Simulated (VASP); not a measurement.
# BN (zinc blende) (F-43m) in VASP: further runs, part 2 of 2

VASP 6.6.1.

## 4. Single point, PBE (volume scaled by 1.03)

Input file INCAR:

```
SYSTEM = BN
PREC = Accurate
ENCUT = 600
EDIFF = 1E-6
ISMEAR = 0
SIGMA = 0.01
LREAL = .FALSE.
LASPH = .TRUE.
NELM = 120
ALGO = Normal
ISIF = 2
LWAVE = .FALSE.
LCHARG = .FALSE.
GGA = PE
NBANDS = 11
GGA_COMPAT = .FALSE.
```

Input file KPOINTS:

```
regular mesh
0
G
  10 10 10
  0 0 0
```

Input file POSCAR:

```
BN
1.0
    0.0000000000      1.8254981937      1.8254981937
    1.8254981937      0.0000000000      1.8254981937
    1.8254981937      1.8254981937      0.0000000000
B N
1 1
Direct
    0.0000000000      0.0000000000      0.0000000000
    0.2500000000      0.2500000000      0.2500000000
```

Potentials or basis: VASP PAW PBE potentials, release 64 (B, N).

Started as:

```sh
cat potpaw_PBE.64/B/POTCAR potpaw_PBE.64/N/POTCAR > POTCAR
mpirun -np 1 vasp_std > vasp.out
```

OUTCAR:

```text
SYSTEM = BN
   PREC = Accurate
   ENCUT = 600
   EDIFF = 1E-6
   ISMEAR = 0
   LREAL = .FALSE.
   LASPH = .TRUE.
   NELM = 120
   ISIF = 2
   GGA = PE

 ion  position               nearest neighbor table
   1  0.000  0.000  0.000-   2 1.58   2 1.58   2 1.58   2 1.58
   2  0.250  0.250  0.250-   1 1.58   1 1.58   1 1.58   1 1.58

  LATTYP: Found a face centered cubic cell.
 ALAT       =     3.6509963874

  Lattice vectors:

 A1 = (   0.0000000000,   1.8254981937,   1.8254981937)
[... 522 lines left out ...]

------------------------ aborting loop because EDIFF is reached ----------------------------------------

  FORCE on cell =-STRESS in cart. coord.  units (eV):
  Direction    XX          YY          ZZ          XY          YZ          ZX
  --------------------------------------------------------------------------------------
  -------------------------------------------------------------------------------------
  Total       -0.5948256     -0.5948256     -0.5948256     -0.0000000      0.0000000      0.0000000
  in kB      -78.3296148    -78.3296148    -78.3296148     -0.0000000      0.0000000      0.0000000
  external PRESSURE =     -78.3296148 kB  Pullay stress =       0.0000000 kB

 VOLUME and BASIS-vectors are now :
 -----------------------------------------------------------------------------
  energy-cutoff  :      600.00
  volume of cell :       12.17
      direct lattice vectors                 reciprocal lattice vectors
     0.000000000  1.825498194  1.825498194    -0.273897833  0.273897833  0.273897833
     1.825498194  0.000000000  1.825498194     0.273897833 -0.273897833  0.273897833
     1.825498194  1.825498194  0.000000000     0.273897833  0.273897833 -0.273897833

 POSITION                                       TOTAL-FORCE (eV/Angst)
 -----------------------------------------------------------------------------------
      0.00000      0.00000      0.00000        -0.000000     -0.000000     -0.000000
      0.91275      0.91275      0.91275         0.000000      0.000000      0.000000
 -----------------------------------------------------------------------------------
    total drift:                                0.000000      0.000000      0.000000

  FREE ENERGIE OF THE ION-ELECTRON SYSTEM (eV)
  ---------------------------------------------------
  free  energy   TOTEN  =       -17.4488623753 eV

  energy  without entropy=      -17.4488623753  energy(sigma->0) =      -17.44886238
```

OSZICAR:

```text
N       E                     dE             d eps       ncg     rms          rms(c)
DAV:   1     0.147844397092E+02    0.14784E+02   -0.55113E+03  1066   0.817E+02
DAV:   2    -0.177366166189E+02   -0.32521E+02   -0.31256E+02  1200   0.189E+02
DAV:   3    -0.183690144107E+02   -0.63240E+00   -0.63113E+00  1223   0.221E+01
DAV:   4    -0.183698380846E+02   -0.82367E-03   -0.82365E-03  1118   0.893E-01
DAV:   5    -0.183698389106E+02   -0.82606E-06   -0.82607E-06  1184   0.279E-02    0.652E+00
DAV:   6    -0.175247070221E+02    0.84513E+00   -0.29924E+00  1194   0.104E+01    0.314E+00
DAV:   7    -0.174619736842E+02    0.62733E-01   -0.89743E-02  1139   0.254E+00    0.187E+00
DAV:   8    -0.174486033564E+02    0.13370E-01   -0.34563E-02  1162   0.135E+00    0.177E-01
DAV:   9    -0.174487652788E+02   -0.16192E-03   -0.97600E-04  1097   0.261E-01    0.805E-02
DAV:  10    -0.174488568587E+02   -0.91580E-04   -0.12810E-04  1108   0.103E-01    0.150E-02
DAV:  11    -0.174488622998E+02   -0.54411E-05   -0.93161E-06  1217   0.255E-02    0.103E-02
DAV:  12    -0.174488623753E+02   -0.75422E-07   -0.15378E-06   643   0.914E-03
   1 F= -.17448862E+02 E0= -.17448862E+02  d E =-.266691-162
```

stdout:

```text
POSCAR found type information on POSCAR B N
 POSCAR found :  2 types and       2 ions
 scaLAPACK will be used
 LDA part: xc-table for (Slater+PW92), standard interpolation
 POSCAR, INCAR and KPOINTS ok, starting setup
 FFT: planning ... GRIDC
 FFT: planning ... GRID_SOFT
 FFT: planning ... GRID
 WAVECAR not read
 entering main loop
```

Wall time 4.4 s (1 thread of Intel Xeon Platinum 8559C (Emerald Rapids), shared host); peak memory 0.13 GiB.

What came out:

* Free energy: -17.4489 eV
* Pressure: -7.8 GPa
* Band gap on the k mesh: 4.43 eV, indirect (least direct gap 8.68 eV)

Levels at points of the mesh, in eV from the valence-band top:
```tsv
k point	band 1	band 2	band 3	band 4	band 5	band 6	band 7	band 8
(0.00, 0.00, 0.00)	-19.90	0.00	0.00	0.00	8.68	8.68	8.68	9.87
(0.50, 0.00, 0.00)	-15.82	-10.42	-1.89	-1.89	9.76	10.54	10.54	14.95
(0.50, 0.50, 0.00)	-14.49	-8.73	-4.76	-4.76	4.43	9.06	17.47	17.47
```

Caveat: the cell differs from its parent crystal (volume scaled by 1.03). A k mesh can miss the band edges.

## 5. Single point, PBE

This run uses another cell than the first one, of 5.91 Å³/atom, 1.116 times its volume.

Input file INCAR:

```
ALGO = Normal ; EDIFF = 1E-6
ENCUT = 600 ; GGA = PE
GGA_COMPAT = False ; ISIF = 2
ISMEAR = 0 ; LASPH = True
LCHARG = False ; LREAL = False
LWAVE = False ; NBANDS = 11
NELM = 120 ; PREC = Accurate
SIGMA = 0.01
```

Input file KPOINTS:

```
k-points
0
Gamma
  10 10 10
```

Input file POSCAR:

```
BN
1.0
    0.0000000000      1.8076000000      1.8076000000
    1.8076000000      0.0000000000      1.8076000000
    1.8076000000      1.8076000000      0.0000000000
B N
1 1
Direct
    0.0000000000      0.0000000000      0.0000000000
    0.2500000000      0.2500000000      0.2500000000
```

Started as:

```sh
cat potpaw_PBE.64/B/POTCAR potpaw_PBE.64/N/POTCAR > POTCAR
mpirun -np 1 vasp_std > vasp.out
```

Wall time 5.9 s (1 thread of Intel Xeon Platinum 8559C (Emerald Rapids), shared host); peak memory 0.12 GiB.

The run converged. Its results:

- Free energy: -17.4535 eV
- Pressure: 3.0 GPa
- Band gap on the k mesh: 4.46 eV, indirect (least direct gap 8.82 eV)

Levels at points of the mesh, in eV from the valence-band top:
| k point | band 2 | band 3 | band 4 | band 5 | band 6 | band 7 |
| --- | --- | --- | --- | --- | --- | --- |
| (0.00, 0.00, 0.00) | 0.00 | 0.00 | 0.00 | 8.82 | 8.82 | 8.82 |
| (0.50, 0.00, 0.00) | -10.69 | -1.94 | -1.94 | 10.14 | 10.70 | 10.70 |
| (0.50, 0.50, 0.00) | -8.91 | -4.90 | -4.90 | 4.46 | 9.23 | 17.92 |

A k mesh can miss the band edges. Expect the measured gap to be larger: semilocal functionals such as PBE lack the derivative discontinuity.

## 6. Single point, PBE (volume scaled by 0.96)

Input file INCAR:

```
SYSTEM = BN
PREC     = Accurate       ! precision mode
ENCUT    = 600            ! plane-wave cutoff, eV
EDIFF    = 1E-6           ! SCF threshold, eV
ISMEAR   = 0              ! smearing method
SIGMA    = 0.01           ! smearing width, eV
LREAL    = .False.        ! projectors in reciprocal space
LASPH    = .True.         ! aspherical terms in the spheres
NELM     = 120            ! most SCF steps
ALGO     = Normal         ! electronic algorithm
ISIF     = 2              ! what is computed and relaxed
LWAVE    = .False.        ! write WAVECAR
LCHARG   = .False.        ! write CHGCAR
GGA      = PE             ! functional
NBANDS   = 11             ! bands
GGA_COMPAT= .False.
```

Input file KPOINTS:

```
Automatic mesh
0
Gamma
  10 10 10
  0 0 0
```

Input file POSCAR:

```
BN
1.0
    0.0000000000      1.7831699782      1.7831699782
    1.7831699782      0.0000000000      1.7831699782
    1.7831699782      1.7831699782      0.0000000000
B N
1 1
Direct
    0.0000000000      0.0000000000      0.0000000000
    0.2500000000      0.2500000000      0.2500000000
```

Potentials or basis: VASP PAW PBE potentials, release 64 (B, N).

Started as:

```sh
cat potpaw_PBE.64/B/POTCAR potpaw_PBE.64/N/POTCAR > POTCAR
mpirun -np 1 vasp_std > vasp.out
```

Run time: 5.1 s. Hardware: 1 thread of Intel Xeon Platinum 8559C (Emerald Rapids), shared host; peak memory 0.12 GiB.

The run converged. Its results:

```yaml
Free_energy: -17.4191 eV
Pressure: 19.9 GPa
Band_gap_on_the_k_mesh: 4.50 eV, indirect (least direct gap 9.01 eV)
```

Levels at points of the mesh, in eV from the valence-band top:
| k point | band 1 | band 2 | band 3 | band 4 | band 5 | band 6 | band 7 | band 8 |
| --- | --- | --- | --- | --- | --- | --- | --- | --- |
| (0.00, 0.00, 0.00) | -20.70 | 0.00 | 0.00 | 0.00 | 9.01 | 9.01 | 9.01 | 11.02 |
| (0.50, 0.00, 0.00) | -16.29 | -11.07 | -2.02 | -2.02 | 10.68 | 10.93 | 10.93 | 15.68 |
| (0.50, 0.50, 0.00) | -14.87 | -9.19 | -5.11 | -5.11 | 4.50 | 9.46 | 18.55 | 18.55 |

Caveat: the cell differs from its parent crystal (volume scaled by 0.96).

## 7. Summary

| cell | gap on the mesh (eV) | pressure (GPa) |
| --- | --- | --- |
| a = 2.464 Å, angles 60.0°, 2 atoms | 4.57 | 54.5 |
| a = 2.431 Å, angles 60.0°, 2 atoms | 4.60 | 79.2 |
| a = 2.582 Å, angles 60.0°, 2 atoms | 4.43 | -7.8 |
| a = 2.556 Å, angles 60.0°, 2 atoms | 4.46 | 3.0 |
| a = 2.522 Å, angles 60.0°, 2 atoms | 4.50 | 19.9 |

Alike in all rows: task single point; level PBE; potentials or basis VASP PAW PBE potentials, release 64 (B, N); no spin polarisation; k mesh 10 × 10 × 10; cutoff (eV) 600; smearing gaussian 0.01 eV.

Total energies depend on the potentials used, so only differences within one code and one set of settings carry meaning.
